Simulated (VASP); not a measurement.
# PbS (Fm-3m) in VASP: notebook

Aim: see how the results for PbS move with the level of theory and the settings. Levels: PBE, LDA. Tasks: single point.

Everything below comes from runs of VASP 6.6.1. Logs are shortened: lines on timing, memory, paths and dates and some standing lists are left out, and cuts for length are marked.

**1. The cell of the first run**

It takes space group Fm-3m (No. 225, cubic). Conventional cell: a = 5.974 Å, b = 5.974 Å, c = 5.974 Å, α = 90.00°, β = 90.00°, γ = 90.00°. Within 3.9 Å of Pb (site symmetry m-3m) lie 6 S at 2.99 Å. Within 3.9 Å of S (site symmetry m-3m) lie 6 Pb at 2.99 Å.

**2. Single point, PBE**

The input, INCAR:

```
SYSTEM = PbS
PREC = Accurate
ENCUT = 520
EDIFF = 1E-6
ISMEAR = 0
SIGMA = 0.01
LREAL = .FALSE.
LASPH = .TRUE.
NELM = 60
ALGO = Normal
ISIF = 2
LWAVE = .FALSE.
LCHARG = .TRUE.
GGA = PE
LELF = .TRUE.
LVHAR = .TRUE.
NBANDS = 17
```

The input, KPOINTS:

```
regular mesh
0
G
  4 4 4
  0 0 0
```

The input, POSCAR:

```
PbS
1.0
    0.0000000000      2.9872321667      2.9872321667
    2.9872321667      0.0000000000      2.9872321667
    2.9872321667      2.9872321667      0.0000000000
Pb S
1 1
Direct
    0.0000000000      0.0000000000      0.0000000000
    0.5000000000      0.5000000000      0.5000000000
```

Potentials or basis: VASP PAW PBE potentials, release 64 (Pb_d, S).

Command:

```sh
cat potpaw_PBE.64/Pb_d/POTCAR potpaw_PBE.64/S/POTCAR > POTCAR
mpirun -np 1 vasp_std > vasp.out
```

OUTCAR:

```text
SYSTEM = PbS
   PREC = Accurate
   ENCUT = 520
   EDIFF = 1E-6
   ISMEAR = 0
   LREAL = .FALSE.
   LASPH = .TRUE.
   NELM = 60
   ISIF = 2
   GGA = PE

 ion  position               nearest neighbor table
   1  0.000  0.000  0.000-   2 2.99   2 2.99   2 2.99   2 2.99   2 2.99   2 2.99
   2  0.500  0.500  0.500-   1 2.99   1 2.99   1 2.99   1 2.99   1 2.99   1 2.99

  LATTYP: Found a face centered cubic cell.
 ALAT       =     5.9744643334

  Lattice vectors:

 A1 = (   0.0000000000,   2.9872321667,   2.9872321667)
 A2 = (   2.9872321667,   0.0000000000,   2.9872321667)
 A3 = (   2.9872321667,   2.9872321667,   0.0000000000)

Analysis of symmetry for initial positions (statically):
=====================================================================
 Subroutine PRICEL returns:
 Original cell was already a primitive cell.

 Routine SETGRP: Setting up the symmetry group for a
 face centered cubic supercell.

 Subroutine GETGRP returns: Found 48 space group operations
 (whereof 48 operations were pure point group operations)
 out of a pool of 48 trial point group operations.

The static configuration has the point symmetry O_h .

Analysis of symmetry for dynamics (positions and initial velocities):
=====================================================================
 Subroutine PRICEL returns:
 Original cell was already a primitive cell.

 Routine SETGRP: Setting up the symmetry group for a
 face centered cubic supercell.

 Subroutine GETGRP returns: Found 48 space group operations
 (whereof 48 operations were pure point group operations)
 out of a pool of 48 trial point group operations.

The dynamic configuration has the point symmetry O_h .

 Subroutine INISYM returns: Found 48 space group operations
 (whereof 48 operations are pure point group operations),
 and found     1 'primitive' translations

----------------------------------------------------------------------------------------

                                     Primitive cell

  volume of cell :      53.3135

  direct lattice vectors                    reciprocal lattice vectors
     0.000000000  2.987232167  2.987232167    -0.167379022  0.167379022  0.167379022
     2.987232167  0.000000000  2.987232167     0.167379022 -0.167379022  0.167379022
     2.987232167  2.987232167  0.000000000     0.167379022  0.167379022 -0.167379022

  length of vectors
     4.224584244  4.224584244  4.224584244     0.289908971  0.289908971  0.289908971

  position of ions in fractional coordinates (direct lattice)
     0.000000000  0.000000000  0.000000000
     0.500000000  0.500000000  0.500000000

  ion indices of the primitive-cell ions
   primitive index   ion index
                 1           1
                 2           2

----------------------------------------------------------------------------------------

 KPOINTS: regular mesh

Automatic generation of k-mesh.
 Grid dimensions read from file:
 generate k-points for:    4    4    4

 Generating k-lattice:

  Cartesian coordinates                     Fractional coordinates (reciprocal lattice)
    -0.041844756  0.041844756  0.041844756     0.250000000  0.000000000  0.000000000
     0.041844756 -0.041844756  0.041844756     0.000000000  0.250000000  0.000000000
     0.041844756  0.041844756 -0.041844756     0.000000000  0.000000000  0.250000000

  Length of vectors
     0.072477243  0.072477243  0.072477243

  Shift w.r.t. Gamma in fractional coordinates (k-lattice)
     0.000000000  0.000000000  0.000000000

 Subroutine IBZKPT returns following result:
 ===========================================

 Found      8 irreducible k-points:

 Following reciprocal coordinates:
            Coordinates               Weight
  0.000000  0.000000  0.000000      1.000000
  0.250000  0.000000  0.000000      8.000000
  0.500000  0.000000  0.000000      4.000000
  0.250000  0.250000  0.000000      6.000000
  0.500000  0.250000  0.000000     24.000000
 -0.250000  0.250000  0.000000     12.000000
  0.500000  0.500000  0.000000      3.000000
 -0.250000  0.500000  0.250000      6.000000
   k-points           NKPTS =      8   k-points in BZ     NKDIM =      8   number of bands    NBANDS=     17
   number of dos      NEDOS =    301   number of ions     NIONS =      2
   total plane-waves  NPLWV =  32768
   dimension x,y,z NGX =    32 NGY =   32 NGZ =   32
   dimension x,y,z NGXF=    64 NGYF=   64 NGZF=   64
   ions per type =               1   1
   NGX,Y,Z   is equivalent  to a cutoff of  12.59, 12.59, 12.59 a.u.
   NGXF,Y,Z  is equivalent  to a cutoff of  25.19, 25.19, 25.19 a.u.
 SYSTEM =  PbS
   PREC   = accura    normal or accurate (medium, high low for compatibility)
   ISTART =      0    job   : 0-new  1-cont  2-samecut
   ICHARG =      2    charge: 1-file 2-atom 10-const
   ISPIN  =      1    spin polarized calculation?
   LNONCOLLINEAR =      F non collinear calculations
   LSORBIT =      F    spin-orbit coupling
   LASPH  =      T    aspherical Exc in radial PAW
   ENCUT  =  520.0 eV  38.22 Ry    6.18 a.u.   7.85  7.85  7.85*2*pi/ulx,y,z
   NELM   =     60;   NELMIN=  2; NELMDL= -5     # of ELM steps
   EDIFF  = 0.1E-05   stopping-criterion for ELM
   LREAL  =      F    real-space projection
   EDIFFG = 0.1E-04   stopping-criterion for IOM
   NSW    =      0    number of steps for IOM
   IBRION =     -1    ionic relax: 0-MD 1-quasi-New 2-CG
   NFREE  =      0    steps in history (QN), initial steepest desc. (CG)
   ISIF   =      2    stress and relaxation
   ISYM   =      2    0-nonsym 1-usesym 2-fastsym
   POTIM  = 0.5000    time-step for ionic-motion
   TEBEG  =    0.0;   TEEND  =   0.0 temperature during run
   PSTRESS=    0.0 pullay stress
   NELECT =      20.0000    total number of electrons
   NUPDOWN=      -1.0000    fix difference up-down
   EMIN   =  10.00;   EMAX   =-10.00  energy-range for DOS
   EFERMI =   0.00;   METHOD = LEGACY
   ISMEAR =     0;   SIGMA  =   0.01  broadening in eV -4-tet -1-fermi 0-gaus
   EFERMI_NEDOS =   21; number of points for ismear=-14 and -15
   IALGO  =     38    algorithm
   IMIX   =      4    mixing-type and parameters
     AMIX     =   0.40;   BMIX     =  1.00
     AMIX_MAG =   1.60;   BMIX_MAG =  1.00
  volume/ion in A,a.u.               =      26.66       179.89
  Fermi-wavevector in a.u.,A,eV,Ry     =   1.180699  2.231198 18.967203  1.394050
  Thomas-Fermi vector in A             =   2.316986
   LORBIT       =      0    0 simple, 1 ext, 2 COOP (PROOUT), +10 PAW based schemes
   GGA     = PE    functional components
   LHFCALC =     F    Hartree Fock is set to
   AEXX    =    0.0000 exact exchange contribution
   IVDW    =     0    specifies the selected vdW correction
   LEPSILON=     F    determine dielectric tensor
   LRPA    =     F    only Hartree local field effects (RPA)
 non-spin polarized calculation
 Gauss-broadening in eV      SIGMA  =   0.01
  energy-cutoff  :      520.00
  volume of cell :       53.31
 maximum number of plane-waves:      1459
   NGX = 15   NGY = 15   NGZ = 15

 number of electron      20.0000001 magnetization

 Free energy of the ion-electron system (eV)
  ---------------------------------------------------
  ext. energy  EPLUGINS =         0.00000000
  ---------------------------------------------------
  free energy    TOTEN  =        -8.75388855 eV

  energy without entropy =       -8.75388855  energy(sigma->0) =       -8.75388855

 E-fermi :   5.6042     XC(G=0):  -9.5826

 val. band max:        5.5163812622   @ k =   0.5000   0.0000   0.0000
 cond. band min:       5.9571887684   @ k =   0.5000   0.0000   0.0000
 fundamental gap:      0.4408075063
 Fermi energy:         5.6042152582

 k-point     1 :       0.0000    0.0000    0.0000
  band No.  band energies     occupation
      1     -11.2501      2.00000
      2     -11.2500      2.00000
      3     -11.2500      2.00000
      4     -11.2333      2.00000
      5     -11.2333      2.00000
      6      -7.8646      2.00000
[... 9 lines left out ...]
     16      12.3248      0.00000
     17      14.2525      0.00000

 k-point     2 :       0.2500    0.0000    0.0000
  band No.  band energies     occupation
      1     -11.2517      2.00000
      2     -11.2517      2.00000
      3     -11.2479      2.00000
      4     -11.2244      2.00000
      5     -11.2244      2.00000
      6      -7.3801      2.00000
[... 9 lines left out ...]
     16      13.5281      0.00000
     17      17.3405      0.00000

 k-point     3 :       0.5000    0.0000    0.0000
  band No.  band energies     occupation
      1     -11.2644      2.00000
      2     -11.2644      2.00000
      3     -11.2466      2.00000
      4     -11.2045      2.00000
      5     -11.2045      2.00000
      6      -6.6760      2.00000
[... 9 lines left out ...]
     16      15.6974      0.00000
     17      16.0408      0.00000

 k-point     4 :       0.2500    0.2500    0.0000
  band No.  band energies     occupation
      1     -11.2853      2.00000
      2     -11.2616      2.00000
      3     -11.2227      2.00000
      4     -11.2227      2.00000
      5     -11.2214      2.00000
      6      -7.2014      2.00000
[... 9 lines left out ...]
     16      15.5196      0.00000
     17      15.5865      0.00000

 k-point     5 :       0.5000    0.2500    0.0000
  band No.  band energies     occupation
      1     -11.3130      2.00000
      2     -11.2510      2.00000
      3     -11.2354      2.00000
      4     -11.2143      2.00000
      5     -11.2010      2.00000
      6      -6.4950      2.00000
[... 9 lines left out ...]
     16      16.3148      0.00000
     17      16.9382      0.00000

 k-point     6 :      -0.2500    0.2500    0.0000
  band No.  band energies     occupation
      1     -11.2772      2.00000
      2     -11.2480      2.00000
      3     -11.2367      2.00000
      4     -11.2206      2.00000
      5     -11.2204      2.00000
      6      -6.7411      2.00000
[... 9 lines left out ...]
     16      15.3682      0.00000
     17      16.2207      0.00000

 k-point     7 :       0.5000    0.5000    0.0000
  band No.  band energies     occupation
      1     -11.3710      2.00000
      2     -11.2732      2.00000
      3     -11.2095      2.00000
      4     -11.1940      2.00000
      5     -11.1940      2.00000
      6      -6.2812      2.00000
[... 9 lines left out ...]
     16      17.8167      0.00000
     17      17.8169      0.00000

 k-point     8 :      -0.2500    0.5000    0.2500
  band No.  band energies     occupation
      1     -11.3312      2.00000
      2     -11.2347      2.00000
      3     -11.2347      2.00000
      4     -11.2316      2.00000
      5     -11.1940      2.00000
      6      -6.2409      2.00000
[... 9 lines left out ...]
     16      17.4679      0.00000
     17      17.8093      0.00000

------------------------ aborting loop because EDIFF is reached ----------------------------------------

  FORCE on cell =-STRESS in cart. coord.  units (eV):
  Direction    XX          YY          ZZ          XY          YZ          ZX
  --------------------------------------------------------------------------------------
  -------------------------------------------------------------------------------------
  Total        0.3152410      0.3152410      0.3152410     -0.0000000      0.0000000      0.0000000
  in kB        9.4736274      9.4736274      9.4736274     -0.0000000      0.0000000      0.0000000
  external PRESSURE =       9.4736274 kB  Pullay stress =       0.0000000 kB

 VOLUME and BASIS-vectors are now :
 -----------------------------------------------------------------------------
  energy-cutoff  :      520.00
  volume of cell :       53.31
      direct lattice vectors                 reciprocal lattice vectors
     0.000000000  2.987232167  2.987232167    -0.167379022  0.167379022  0.167379022
     2.987232167  0.000000000  2.987232167     0.167379022 -0.167379022  0.167379022
     2.987232167  2.987232167  0.000000000     0.167379022  0.167379022 -0.167379022

 POSITION                                       TOTAL-FORCE (eV/Angst)
 -----------------------------------------------------------------------------------
      0.00000      0.00000      0.00000         0.000000     -0.000000     -0.000000
      2.98723      2.98723      2.98723        -0.000000      0.000000      0.000000
 -----------------------------------------------------------------------------------
    total drift:                                0.000000     -0.000000     -0.000000

  FREE ENERGIE OF THE ION-ELECTRON SYSTEM (eV)
  ---------------------------------------------------
  free  energy   TOTEN  =        -8.7538885522 eV

  energy  without entropy=       -8.7538885522  energy(sigma->0) =       -8.75388855
```

Wall time 6.3 s (1 thread of Intel Xeon 6455B, shared host); peak memory 0.17 GiB.

Results:

| Quantity | Value |
| --- | --- |
| Free energy | -8.7539 eV |
| Pressure | 0.9 GPa |
| Band gap on the k mesh | 0.44 eV, direct |

Caveat: the k points lie up to 0.46 Å⁻¹ apart; spin-orbit coupling is left out, which moves the levels of the heavy elements. A k mesh can miss the band edges.

**3. Single point, PBE**

The input, INCAR:

```
PREC = Accurate
ENCUT = 520
EDIFF = 1E-6
ISMEAR = 0
SIGMA = 0.01
LREAL = False
LASPH = True
NELM = 100
ALGO = Normal
ISIF = 2
LWAVE = False
LCHARG = False
GGA = PE
NBANDS = 17
```

The input, KPOINTS:

```
regular mesh
0
Gamma
  4 4 4
```

POSCAR is that of step 2.

Potentials or basis: VASP PAW PBE potentials, release 64 (Pb_d, S).

Command:

```sh
cat potpaw_PBE.64/Pb_d/POTCAR potpaw_PBE.64/S/POTCAR > POTCAR
mpirun -np 1 vasp_std > vasp.out
```

Wall time 4.7 s (1 thread of Intel Xeon 6455B, shared host); peak memory 0.17 GiB.

Results (log left out):

```yaml
Free_energy: -8.7539 eV
Pressure: 0.9 GPa
Band_gap_on_the_k_mesh: 0.44 eV, direct
```

Levels at points of the mesh, in eV from the valence-band top:
| k point | band 8 | band 9 | band 10 | band 11 | band 12 | band 13 |
| --- | --- | --- | --- | --- | --- | --- |
| (0.00, 0.00, 0.00) | -2.04 | -2.04 | -2.04 | 5.17 | 5.17 | 5.17 |
| (0.50, 0.00, 0.00) | -1.67 | -1.67 | 0.00 | 0.44 | 2.03 | 2.03 |
| (0.50, 0.50, 0.00) | -4.99 | -3.28 | -3.28 | 3.98 | 5.53 | 5.62 |

Caveat: the k points lie up to 0.46 Å⁻¹ apart; spin-orbit coupling is left out, which moves the levels of the heavy elements. A k mesh can miss the band edges.

**4. Single point, LDA**

This run uses another cell than the first one, of 24.93 Å³/atom, 0.935 times its volume.

The input, INCAR:

```
PREC     = Accurate       # precision mode
ENCUT    = 520            # plane-wave cutoff, eV
EDIFF    = 1E-6           # SCF threshold, eV
ISMEAR   = -1             # smearing method
SIGMA    = 0.02           # smearing width, eV
LREAL    = False          # projectors in reciprocal space
LASPH    = True           # aspherical terms in the spheres
NELM     = 60             # most SCF steps
ALGO     = Normal         # electronic algorithm
ISIF     = 2              # what is computed and relaxed
LWAVE    = False          # write WAVECAR
LCHARG   = True           # write CHGCAR
GGA      = CA             # functional
LELF     = True           # ELF
LVHAR    = True         
NBANDS   = 17             # bands
```

The input, KPOINTS:

```
regular mesh
0
Gamma
  6 6 6
```

The input, POSCAR:

```
PbS
1.0
    0.0000000000      2.9211861153      2.9211861153
    2.9211861153      0.0000000000      2.9211861153
    2.9211861153      2.9211861153      0.0000000000
Pb S
1 1
Direct
    0.0000000000      0.0000000000      0.0000000000
    0.5000000000      0.5000000000      0.5000000000
```

Potentials or basis: VASP PAW LDA potentials, release 64 (Pb_d, S).

Command:

```sh
cat potpaw_LDA.64/Pb_d/POTCAR potpaw_LDA.64/S/POTCAR > POTCAR
mpirun -np 1 vasp_std > vasp.out
```

Run time: 7.2 s. Hardware: 1 thread of Intel Xeon 6455B, shared host; peak memory 0.15 GiB.

Results (log left out):

```yaml
Free_energy: -10.0019 eV
Pressure: 0.0 GPa
Band_gap_on_the_k_mesh: 0.04 eV, direct
```

Levels at points of the mesh, in eV from the valence-band top:
```
           k point  band 7  band 8  band 9  band 10  band 11  band 12  band 13  band 14
(0.00, 0.00, 0.00)   -6.05   -2.45   -2.45    -2.45     5.15     5.15     5.15     6.48
(0.50, 0.00, 0.00)   -9.26   -2.01   -2.01     0.00     0.04     1.68     1.68     8.48
(0.50, 0.50, 0.00)   -7.41   -5.71   -3.82    -3.82     3.47     5.56     5.68     5.68
```

Caveat: spin-orbit coupling is left out, which moves the levels of the heavy elements. A k mesh can miss the band edges.
